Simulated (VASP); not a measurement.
Input of a VASP 6.6.1 run:

INCAR

```
SYSTEM = YHf2Ta2BiO12
PREC = Accurate ; ENCUT = 520
EDIFF = 1E-6 ; ISMEAR = 0
SIGMA = 0.1 ; LREAL = Auto
LASPH = .True. ; NELM = 60
ALGO = Normal ; ISIF = 2
LWAVE = .False. ; LCHARG = .False.
GGA = PE ; NBANDS = 85
ISYM = 0
```

KPOINTS

```
Automatic mesh
0
Gamma
  2 2 2
  0.5 0.5 0.5
```

Contents of POSCAR:

```
YHf2Ta2BiO12
1.0
    5.4146061603      2.5550984099     -2.5710011600
    2.7145273396      5.3786778848      2.8539307440
    5.3540545103     -2.4849144138      2.5200818559
O Y Hf Ta Bi
12 1 2 2 1
Direct
    0.5227136599      0.2433158551      0.6172662234
    0.7426405846      0.7098738001      0.5819523841
    0.9500763996      0.3532424343      0.1349087257
    0.2135083420      0.6862727035      0.0808506927
    0.6723097180     -0.0348414084      0.2022949393
    0.1608342208      1.0412467516      0.6666998632
    0.3570369343      0.0284792590      0.9445351352
    0.6814706951      0.3131526387      0.9111538710
    0.9764466424     -0.0206895308      0.3799522083
    0.2337182077      0.3493134688      0.3533329666
    0.4605383495      0.6449859263      0.3883715061
    0.0900075744      0.5974555569      0.7671568927
    0.8547900486      0.3200939433      0.5181879909
   -0.0083376664      1.0506971174      0.0311910351
    0.3077569993      0.3620753362      0.9692703754
    0.4949852313      0.0113493267      0.5209115445
    0.1517368622      0.6570244062      0.4445823871
    0.6519718184      0.6751343638      0.0067391643
```

Potentials or basis: VASP PAW PBE potentials, release 64 (O, Y_sv, Hf_pv, Ta_pv, Bi_d).

Command:

```sh
$ cat potpaw_PBE.64/O/POTCAR potpaw_PBE.64/Y_sv/POTCAR potpaw_PBE.64/Hf_pv/POTCAR potpaw_PBE.64/Ta_pv/POTCAR potpaw_PBE.64/Bi_d/POTCAR > POTCAR
$ mpirun -np 1 vasp_std > vasp.out
```

What does it give for the pressure?

-0.5 GPa.

Predict the largest force.

0.210 eV/Å.

Forces on the atoms (eV/Å):
```
O    0.146  0.050  0.142
O    0.029 -0.046 -0.053
O   -0.024 -0.008 -0.147
O   -0.117  0.018 -0.032
O   -0.003  0.136 -0.119
O   -0.002 -0.133  0.161
O   -0.044  0.052  0.139
O   -0.018 -0.083  0.013
O   -0.111  0.158  0.041
O   -0.077 -0.013 -0.099
O    0.122  0.057 -0.073
O    0.140 -0.128 -0.003
Y   -0.020 -0.004  0.004
Hf   0.124  0.028 -0.006
Hf  -0.032 -0.006  0.047
Ta  -0.030 -0.016 -0.010
Ta  -0.090 -0.045  0.020
Bi   0.007 -0.016 -0.027
```

Caveat: the k points lie up to 0.59 Å⁻¹ apart.
